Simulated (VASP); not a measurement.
## ZrC: single point with PBE

The system is ZrC.

```
Zr C
1.0
     4.02588    0.00000    0.00000
    -2.01294    3.48651    0.00000
     0.00000    0.00000    4.83764
Zr C
2 2
Direct
  0.66667 0.33333 0.07077
  0.33333 0.66667 0.57077
  0.66667 0.33333 0.55443
  0.33333 0.66667 0.05443
```

```yaml
Program: VASP 6.6.1
Task: single point
Functional: PBE
Potentials_or_basis: VASP PAW PBE potentials, release 64 (Zr_sv, C)
Cutoff: 520 eV
k_mesh: 12 × 12 × 6
Occupations: gaussian, width 0.05 eV
Spin: no spin polarisation
```

The pressure is -13.3 GPa. The band gap on the k mesh is zero (bands 16 and 17 overlap by 0.91 eV).

Forces in eV/Å, atoms in the order of the input:
```
Zr   0.000  0.000 -0.003
Zr   0.000  0.000 -0.003
C    0.000  0.000  0.003
C    0.000  0.000  0.003
```

Stress tensor (GPa, compression positive):
```
-13.37   0.00   0.00
  0.00 -13.37   0.00
  0.00   0.00 -13.24
```

Levels at points of the mesh, in eV from the Fermi level:
| k point | band 14 | band 15 | band 16 | band 17 | band 18 | band 19 |
| --- | --- | --- | --- | --- | --- | --- |
| (0.00, 0.00, 0.00) | -2.30 | -1.59 | 0.90 | 0.91 | 0.91 | 2.18 |
| (0.50, 0.00, 0.00) | -1.34 | -1.20 | -0.51 | 0.30 | 1.49 | 2.52 |
| (0.00, 0.00, 0.50) | -2.74 | -2.74 | -2.74 | 3.32 | 3.32 | 3.32 |
| (0.50, 0.00, 0.50) | -2.06 | -1.47 | -1.47 | 2.09 | 2.09 | 2.80 |

Wall time 2.4 min on 1 thread of Intel Xeon 8259CL, on a shared host, peak memory 0.25 GiB.

Caveat: the cell stands under tension.
